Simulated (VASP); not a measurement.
# Mg (Fddd) in VASP: notebook, part 2 of 2

VASP 6.6.1.

**3. Single point, PBE**

This run uses another cell than the first one: it holds 8 atoms, not 2.

INCAR

```
SYSTEM = Mg
ALGO = Normal
EDIFF = 1E-7
ENCUT = 520
GGA = PE
ISIF = 2
ISMEAR = 0
LASPH = .TRUE.
LCHARG = .TRUE.
LELF = .TRUE.
LREAL = .FALSE.
LVHAR = .TRUE.
LWAVE = .FALSE.
NBANDS = 18
NELM = 100
PREC = Accurate
SIGMA = 0.2
```

KPOINTS

```
k-points
0
G
  4 4 4
  0 0 0
```

POSCAR

```
Mg
1.0
    1.5690487343      0.0000000000      5.3644717794
    6.2761949373      0.0000000000      0.0000000000
    3.1380974686      5.5548113737      0.0000000000
Mg
8
Direct
    0.5000000000      0.6250000000      0.7500000000
    0.5000000000      0.6250000000      0.2500000000
    0.5000000000      0.1250000000      0.2500000000
    0.5000000000      0.1250000000      0.7500000000
    1.0000000000      0.7500000000      0.5000000000
    1.0000000000      0.7500000000      0.0000000000
    0.0000000000      0.2500000000      0.0000000000
    0.0000000000      0.2500000000      0.5000000000
```

Potentials or basis: VASP PAW PBE potentials, release 64 (Mg).

On the command line:

```bash
cat potpaw_PBE.64/Mg/POTCAR > POTCAR
mpirun -np 1 vasp_std > vasp.out
```

OUTCAR:

```text
SYSTEM = Mg
   EDIFF = 1E-7
   ENCUT = 520
   GGA = PE
   ISIF = 2
   ISMEAR = 0
   LASPH = .TRUE.
   LREAL = .FALSE.
   NELM = 100
   PREC = Accurate

 ion  position               nearest neighbor table
   1  0.500  0.625  0.750-   5 3.12   5 3.12   6 3.12   7 3.12   4 3.14   4 3.14   2 3.19   2 3.19
                             3 3.19   3 3.19
   2  0.500  0.625  0.250-   6 3.12   5 3.12   6 3.12   8 3.12   3 3.14   3 3.14   1 3.19   1 3.19
                             4 3.19   4 3.19
   3  0.500  0.125  0.250-   7 3.12   7 3.12   8 3.12   5 3.12   2 3.14   2 3.14   4 3.19   4 3.19
                             1 3.19   1 3.19
   4  0.500  0.125  0.750-   8 3.12   7 3.12   8 3.12   6 3.12   1 3.14   1 3.14   3 3.19   3 3.19
                             2 3.19   2 3.19
   5  0.000  0.750  0.500-   1 3.12   2 3.12   1 3.12   3 3.12   8 3.14   8 3.14   6 3.19   6 3.19
                             7 3.19   7 3.19
   6  0.000  0.750  0.000-   2 3.12   1 3.12   2 3.12   4 3.12   7 3.14   7 3.14   5 3.19   5 3.19
                             8 3.19   8 3.19
   7  0.000  0.250  0.000-   3 3.12   4 3.12   3 3.12   1 3.12   6 3.14   6 3.14   8 3.19   8 3.19
                             5 3.19   5 3.19
   8  0.000  0.250  0.500-   4 3.12   3 3.12   4 3.12   2 3.12   5 3.14   5 3.14   7 3.19   7 3.19
                             6 3.19   6 3.19

  LATTYP: Found a base centered monoclinic cell.
 ALAT       =     6.2761949373
 B/A-ratio  =     1.7701207273
 C/A-ratio  =     0.8905440659
 COS(beta)  =    -0.2807272650

  Lattice vectors:

 A1 = (  -3.1380974687,   5.5548113737,   0.0000000000)
 A2 = (  -3.1380974686,  -5.5548113737,   0.0000000000)
 A3 = (   1.5690487343,   0.0000000000,   5.3644717794)

Analysis of symmetry for initial positions (statically):
=====================================================================
 Subroutine PRICEL returns following result:

  LATTYP: Found a face centered orthorhombic cell.
 ALAT       =     3.1380974687
 B/A-ratio  =     1.7701207273
 C/A-ratio  =     3.4189325430

  Lattice vectors:
[... 166 lines left out ...]
   GGA     = PE    functional components
   LHFCALC =     F    Hartree Fock is set to
   AEXX    =    0.0000 exact exchange contribution
   IVDW    =     0    specifies the selected vdW correction
   LEPSILON=     F    determine dielectric tensor
   LRPA    =     F    only Hartree local field effects (RPA)
 non-spin polarized calculation
 Gauss-broadening in eV      SIGMA  =   0.20
  energy-cutoff  :      520.00
  volume of cell :      187.02
 maximum number of plane-waves:      5071
 NGX is ok and might be reduce to    42

 number of electron      16.0000000 magnetization

 Free energy of the ion-electron system (eV)
  ---------------------------------------------------
  ext. energy  EPLUGINS =         0.00000000
  ---------------------------------------------------
  free energy    TOTEN  =       -11.77812069 eV

  energy without entropy =      -11.72289645  energy(sigma->0) =      -11.75050857

 E-fermi :   2.4709     XC(G=0):  -8.4337

 val. band max:        2.3801588704   @ k =   0.5000   0.2500   0.0000
 cond. band min:       2.5058449691   @ k =   0.2500  -0.2500   0.2500
 fundamental gap:      0.1256860987
 Fermi energy:         2.4709248549

 k-point     1 :       0.0000    0.0000    0.0000
  band No.  band energies     occupation
      1      -4.3155      2.00000
      2       0.4434      2.00000
      3       0.4435      2.00000
      4       0.6809      2.00000
      5       0.8146      2.00000
      6       0.8146      2.00000
[... 481 lines left out ...]
      5      -0.2419      2.00000
      6      -0.2419      2.00000
[... 10 lines left out ...]
     17       7.2169      0.00000
     18       7.2169      0.00000

------------------------ aborting loop because EDIFF is reached ----------------------------------------

  FORCE on cell =-STRESS in cart. coord.  units (eV):
  Direction    XX          YY          ZZ          XY          YZ          ZX
  --------------------------------------------------------------------------------------
  -------------------------------------------------------------------------------------
  Total        0.5526124      0.1228628     -1.2340433     -0.0000000      0.0000000     -0.4467291
  in kB        4.7341120      1.0525394    -10.5717836     -0.0000000      0.0000000     -3.8270325
  external PRESSURE =      -1.5950441 kB  Pullay stress =       0.0000000 kB

 VOLUME and BASIS-vectors are now :
 -----------------------------------------------------------------------------
  energy-cutoff  :      520.00
  volume of cell :      187.02
      direct lattice vectors                 reciprocal lattice vectors
     1.569048734  0.000000000  5.364471779     0.000000000  0.000000000  0.186411643
     6.276194937  0.000000000  0.000000000     0.159332208 -0.090012057 -0.046602911
     3.138097469  5.554811374  0.000000000     0.000000000  0.180024115  0.000000000

 POSITION                                       TOTAL-FORCE (eV/Angst)
 -----------------------------------------------------------------------------------
      7.06072      4.16611      2.68224        -0.000000      0.001757     -0.000000
      5.49167      1.38870      2.68224        -0.000000      0.001757      0.000000
      2.35357      1.38870      2.68224        -0.000000      0.001757     -0.000000
      3.92262      4.16611      2.68224        -0.000000      0.001757      0.000000
      6.27619      2.77741      0.00000         0.000000     -0.001757      0.000000
      4.70715      0.00000      0.00000         0.000000     -0.001757     -0.000000
      1.56905      0.00000      0.00000         0.000000     -0.001757      0.000000
      3.13810      2.77741      0.00000         0.000000     -0.001757      0.000000
 -----------------------------------------------------------------------------------
    total drift:                               -0.000000      0.000000      0.000000

  FREE ENERGIE OF THE ION-ELECTRON SYSTEM (eV)
  ---------------------------------------------------
  free  energy   TOTEN  =       -11.7781206930 eV

  energy  without entropy=      -11.7228964493  energy(sigma->0) =      -11.75050857
```

It took 43 s on 1 thread of AMD EPYC 9R45 (Zen 5), shared host; peak memory 0.28 GiB.

Results:

| Quantity | Value |
| --- | --- |
| Free energy | -11.7781 eV |
| Pressure | -0.2 GPa |
| Band gap on the k mesh | zero (band 8 reaches 4.04 eV, above the bottom of band 9 at 1.04 eV) |

Levels at points of the mesh, in eV from the Fermi level:
```tsv
k point	band 6	band 7	band 8	band 9	band 10	band 11
(0.00, 0.00, 0.00)	-1.66	-1.54	-1.43	-1.43	0.58	0.58
(0.50, 0.00, 0.00)	-1.43	-1.09	-1.09	-0.38	-0.38	0.58
(0.00, 0.50, 0.00)	-1.65	0.51	0.51	0.82	0.82	1.60
(0.50, 0.50, 0.00)	-2.44	-1.21	-1.21	1.78	1.78	2.29
(0.00, 0.00, 0.50)	-0.67	-0.38	-0.38	-0.25	-0.25	1.79
(0.50, 0.00, 0.50)	-2.71	-0.25	-0.25	1.79	1.79	1.87
```
